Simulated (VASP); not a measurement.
# CuF3 in VASP: notebook

CuF3 is run at these levels: PBE; tasks: single point.

All numbers are computed with VASP 6.6.1; they aren't measurements. Logs are shortened: lines on timing, memory, paths and dates and some standing lists are left out, and cuts for length are marked.

### 1 The cell of the first run

It takes space group Pm-3m (No. 221, cubic). Conventional cell: a = 3.789 Å, b = 3.789 Å, c = 3.789 Å, α = 90.00°, β = 90.00°, γ = 90.00°. Cu (site symmetry m-3m) has 6 F at 1.89 Å within 2.5 Å. Within 2.5 Å of F (site symmetry 4/mmm) lie 2 Cu at 1.89 Å. F (site symmetry 4/mmm) has 2 Cu at 1.89 Å within 2.5 Å.

### 2 Single point, PBE, collinear spin

Contents of INCAR:

```
SYSTEM = CuF3
PREC = Accurate
ENCUT = 520
EDIFF = 1E-7
ISMEAR = 0
SIGMA = 0.05
LREAL = .FALSE.
LASPH = .TRUE.
NELM = 150
ALGO = Normal
ISIF = 2
LWAVE = .FALSE.
LCHARG = .FALSE.
ISPIN = 2
MAGMOM = 2 -2 0 0 0 0 0 0
LORBIT = 11
LMAXMIX = 4
GGA = PE
NBANDS = 46
KPAR = 4
```

Contents of KPOINTS:

```
regular mesh
0
G
  10 10 5
  0 0 0
```

Contents of POSCAR:

```
CuF3
1.0
    3.7891542182      0.0000000000      0.0000000000
    0.0000000000      3.7891542182      3.7891542182
    0.0000000000      0.0000000000      7.5783084364
Cu F
2 6
Direct
    0.0000000000      0.0000000000      0.0000000000
    0.0000000000      0.0000000000      0.5000000000
    0.5000000000      0.0000000000      0.0000000000
    0.0000000000      0.0000000000      0.2500000000
    0.0000000000      0.5000000000      0.7500000000
    0.5000000000      0.0000000000      0.5000000000
    0.0000000000      0.0000000000      0.7500000000
    0.0000000000      0.5000000000      0.2500000000
```

Potentials or basis: VASP PAW PBE potentials, release 64 (Cu, F).

Command:

```bash
cat potpaw_PBE.64/Cu/POTCAR potpaw_PBE.64/F/POTCAR > POTCAR
mpirun -np 4 vasp_std > vasp.out
```

OUTCAR:

```text
SYSTEM = CuF3
   PREC = Accurate
   ENCUT = 520
   EDIFF = 1E-7
   ISMEAR = 0
   LREAL = .FALSE.
   LASPH = .TRUE.
   NELM = 150
   ISIF = 2
   ISPIN = 2
   LORBIT = 11
   GGA = PE

 ion  position               nearest neighbor table
   1  0.000  0.000  0.000-   3 1.89   4 1.89   5 1.89   7 1.89   8 1.89   3 1.89
   2  0.000  0.000  0.500-   4 1.89   6 1.89   7 1.89   8 1.89   5 1.89   6 1.89
   3  0.500  0.000  0.000-   1 1.89   1 1.89
   4  0.000  0.000  0.250-   1 1.89   2 1.89
   5  0.000  0.500  0.750-   2 1.89   1 1.89
   6  0.500  0.000  0.500-   2 1.89   2 1.89
   7  0.000  0.000  0.750-   1 1.89   2 1.89
   8  0.000  0.500  0.250-   1 1.89   2 1.89

  LATTYP: Found a simple tetragonal cell.
 ALAT       =     5.3586732853
 C/A-ratio  =     0.7071067812

  Lattice vectors:

 A1 = (   0.0000000000,   3.7891542182,  -3.7891542182)
 A2 = (   0.0000000000,   3.7891542182,   3.7891542182)
 A3 = (   3.7891542182,   0.0000000000,   0.0000000000)

Analysis of symmetry for initial positions (statically):
=====================================================================
 Subroutine PRICEL returns following result:

  LATTYP: Found a simple cubic cell.
 ALAT       =     3.7891542182
[... 12 lines left out ...]
 Subroutine GETGRP returns: Found 16 space group operations
 (whereof 16 operations were pure point group operations)
 out of a pool of 16 trial point group operations.

The static configuration has the point symmetry D_4h.

Analysis of symmetry for dynamics (positions and initial velocities):
=====================================================================
 Subroutine PRICEL returns following result:

  LATTYP: Found a simple cubic cell.
 ALAT       =     3.7891542182
[... 12 lines left out ...]
 Subroutine GETGRP returns: Found 16 space group operations
 (whereof 16 operations were pure point group operations)
 out of a pool of 16 trial point group operations.

The dynamic configuration has the point symmetry D_4h.

Analysis of structural, dynamic, and magnetic symmetry:
=====================================================================
 Subroutine PRICEL returns following result:

  LATTYP: Found a simple cubic cell.
 ALAT       =     3.7891542182
[... 12 lines left out ...]
 Subroutine GETGRP returns: Found 16 space group operations
 (whereof 16 operations were pure point group operations)
 out of a pool of 16 trial point group operations.

The overall configuration has the point symmetry D_4h.

 Subroutine INISYM returns: Found 16 space group operations
 (whereof 16 operations are pure point group operations),
 and found     2 'primitive' translations

----------------------------------------------------------------------------------------
[... 144 lines left out ...]

  energy without entropy =      -28.73825972  energy(sigma->0) =      -28.74139753

 E-fermi :  -2.4068     XC(G=0):  -8.8413

 val. band max:       -2.4363123102   @ k =   0.4000   0.1000   0.0000
 cond. band min:      -2.4058558396   @ k =   0.2000   0.0000   0.4000
 fundamental gap:      0.0304564706
 Fermi energy:        -2.4067502481

 spin component 1

 k-point     1 :       0.0000    0.0000    0.0000
  band No.  band energies     occupation
      1     -23.9983      1.00000
      2     -23.3936      1.00000
      3     -23.2292      1.00000
      4     -23.2292      1.00000
      5     -23.0763      1.00000
      6     -23.0640      1.00000
[... 1117 lines left out ...]
     43      13.8858      0.00000
     44      14.8776      0.00000

 [... further k-points ...]

 spin component 2

 k-point     1 :       0.0000    0.0000    0.0000
  band No.  band energies     occupation
      1     -23.9983      1.00000
      2     -23.3936      1.00000
      3     -23.2292      1.00000
      4     -23.2292      1.00000
      5     -23.0763      1.00000
      6     -23.0640      1.00000
[... 1117 lines left out ...]
     43      13.8858      0.00000
     44      14.8776      0.00000

 [... further k-points ...]

 [bands above 44 left out]

------------------------ aborting loop because EDIFF is reached ----------------------------------------

  FORCE on cell =-STRESS in cart. coord.  units (eV):
  Direction    XX          YY          ZZ          XY          YZ          ZX
  --------------------------------------------------------------------------------------
  -------------------------------------------------------------------------------------
  Total        0.2780877      0.3383196      0.3383196      0.0000000      0.0000000      0.0000000
  in kB        4.0948263      4.9817382      4.9817382      0.0000000      0.0000000      0.0000000
  external PRESSURE =       4.6861009 kB  Pullay stress =       0.0000000 kB

 VOLUME and BASIS-vectors are now :
 -----------------------------------------------------------------------------
  energy-cutoff  :      520.00
  volume of cell :      108.81
      direct lattice vectors                 reciprocal lattice vectors
     3.789154218  0.000000000  0.000000000     0.263911138  0.000000000  0.000000000
     0.000000000  3.789154218  3.789154218     0.000000000  0.263911138  0.000000000
     0.000000000  0.000000000  7.578308436     0.000000000 -0.131955569  0.131955569

 POSITION                                       TOTAL-FORCE (eV/Angst)
 -----------------------------------------------------------------------------------
      0.00000      0.00000      0.00000        -0.000000      0.000000     -0.000000
      0.00000      0.00000      3.78915        -0.000000      0.000000     -0.000000
      1.89458      0.00000      0.00000         0.000000      0.000000     -0.000000
      0.00000      0.00000      1.89458        -0.000000     -0.000000     -0.000000
      0.00000      1.89458      7.57831        -0.000000      0.000000     -0.000000
      1.89458      0.00000      3.78915         0.000000      0.000000      0.000000
      0.00000      0.00000      5.68373        -0.000000      0.000000     -0.000000
      0.00000      1.89458      3.78915        -0.000000      0.000000     -0.000000
 -----------------------------------------------------------------------------------
    total drift:                                0.000000     -0.000000      0.000000

  FREE ENERGIE OF THE ION-ELECTRON SYSTEM (eV)
  ---------------------------------------------------
  free  energy   TOTEN  =       -28.7445353478 eV

  energy  without entropy=      -28.7382597201  energy(sigma->0) =      -28.74139753

 total charge

# of ion       s       p       d       tot
------------------------------------------
    1        0.333   0.448   8.891   9.672
    2        0.333   0.448   8.891   9.672
    3        1.742   4.304   0.000   6.045
    4        1.741   4.305   0.000   6.047
    5        1.741   4.305   0.000   6.047
    6        1.742   4.304   0.000   6.045
    7        1.741   4.305   0.000   6.047
    8        1.741   4.305   0.000   6.047
--------------------------------------------------
tot         11.114  26.725  17.782  55.621

 magnetization (x)

# of ion       s       p       d       tot
------------------------------------------
    1       -0.003  -0.003   0.231   0.225
    2        0.003   0.003  -0.231  -0.225
    3        0.000   0.016   0.000   0.016
    4        0.000   0.000   0.000   0.000
    5        0.000   0.000   0.000   0.000
    6       -0.000  -0.016   0.000  -0.016
    7        0.000   0.000   0.000   0.000
    8        0.000   0.000   0.000   0.000
--------------------------------------------------
tot          0.000   0.000   0.000   0.000
```

OSZICAR:

```text
N       E                     dE             d eps       ncg     rms          rms(c)
DAV:   1     0.894537829492E+03    0.89454E+03   -0.30302E+04 13450   0.176E+03
DAV:   2     0.911588806030E+02   -0.80338E+03   -0.70312E+03 14636   0.484E+02
DAV:   3    -0.376282197468E+02   -0.12879E+03   -0.12316E+03 14412   0.208E+02
[... 17 lines left out ...]
DAV:  21    -0.287445327411E+02   -0.94771E-05   -0.50650E-05 18952   0.910E-02    0.888E-03
DAV:  22    -0.287445339780E+02   -0.12368E-05   -0.19581E-06 18716   0.155E-02    0.719E-03
DAV:  23    -0.287445344283E+02   -0.45035E-06   -0.74905E-07 16598   0.180E-02    0.505E-03
DAV:  24    -0.287445351357E+02   -0.70738E-06   -0.67542E-06 15860   0.645E-02    0.234E-03
DAV:  25    -0.287445353428E+02   -0.20706E-06   -0.16478E-06 19318   0.227E-02    0.106E-03
DAV:  26    -0.287445353478E+02   -0.50341E-08   -0.83785E-08 10702   0.373E-03
   1 F= -.28744535E+02 E0= -.28741398E+02  d E =-.627563E-02  mag=     0.0000
```

It took 4.8 min on 4 MPI ranks of AMD EPYC 7R13 (Zen 3), shared host; peak memory 0.6 GiB.

What came out:

```
Free energy                                           : -28.7445 eV
Pressure                                              : 0.5 GPa
Band gap on the k mesh                                : zero (filled and empty bands overlap)
Net moment                                            : 0.00 μB per cell
Site moments                                          : Cu +0.23, -0.23; F +0.02, +0.00, -0.02 (each value once) μB
Valence electrons inside the program's atomic spheres : Cu 9.67; F 6.04, 6.05 (each value once)
```

Stress tensor (GPa, compression positive):
```
0.41 0.00 0.00
0.00 0.50 0.00
0.00 0.00 0.50
```

(Part 1 of 2 ends here.)

The gap in the log of VASP goes by the Fermi energy; the results here count the filled bands.